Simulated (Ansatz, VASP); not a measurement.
Two plane-wave programs on CoSi2

Contents of INCAR:

```
  ALGO = Normal
  EDIFF = 1E-6
  EDIFFG = -0.01
  ENCUT = 600
  GGA = PE
  IBRION = 2
  ISIF = 3
  ISMEAR = 0
  LASPH = True
  LCHARG = False
  LREAL = False
  LWAVE = False
  NELM = 80
  NSW = 100
  PREC = Accurate
  SIGMA = 0.1
```

Contents of KPOINTS:

```
k-points
0
Gamma
  14 14 14
```

File POSCAR:

```
CoSi2
1.0
    0.0000000000      2.6780000000      2.6780000000
    2.6780000000      0.0000000000      2.6780000000
    2.6780000000      2.6780000000      0.0000000000
Co Si
1 2
Direct
    0.0000000000      0.0000000000      0.0000000000
    0.2500000000      0.2500000000      0.2500000000
    0.7500000000      0.7500000000      0.7500000000
```

Input for Ansatz:

```yaml
crystal:
  lattice:
    - [0.0, 2.678, 2.678]
    - [2.678, 0.0, 2.678]
    - [2.678, 2.678, 0.0]
  atoms:
    - { symbol: Co, position: [0.0, 0.0, 0.0] }
    - { symbol: Si, position: [0.25, 0.25, 0.25] }
    - { symbol: Si, position: [0.75, 0.75, 0.75] }
basis:
  ecutwfc: 420
kpoints:
  mp_grid: { grid: [14, 14, 14] }
hamiltonian:
  xc: pbe
scf:
  occupations: { method: gaussian, width: 0.1 }
output:
  forces: true
  stress: true
  eigenvalues: true
relax:
  adjacent_minimum: "off"
  f_tol: 0.005
  max_steps: 80
  cell: { stress_tol: 0.05 }
```

Alike in both runs: task relaxation of cell and atoms; functional PBE; k mesh 14 × 14 × 14; occupations gaussian, width 0.1 eV; no spin polarisation.

|  | VASP | Ansatz |
| --- | --- | --- |
| version | VASP 6.6.1 | Ansatz 0.2.0 |
| potentials or method | VASP PAW PBE potentials, release 64 (Co, Si), cutoff 600 eV | scalar-relativistic, plane waves, PAW |
| valence electrons in the cell | 17 | 25 |

Ansatz gave:

| Quantity | Value |
| --- | --- |
| gap on the k mesh at the Fermi level, each at its own relaxed structure (eV) | none |
| relaxed volume (Å³/atom) | 12.83 |
| relaxed cell length with the largest relative difference (Å) | 3.790 |

Problem. Estimate VASP's values.

Solution. gap on the k mesh at the Fermi level, each at its own relaxed structure (eV): none; relaxed volume (Å³/atom): 12.82; relaxed cell length with the largest relative difference (Å): 3.789.

A gap of «none» marks a metal or a gap that the smearing closes. VASP's potentials hold 17 valence electrons a cell and Ansatz's 25, so a difference there can come from the potentials and not from the codes.
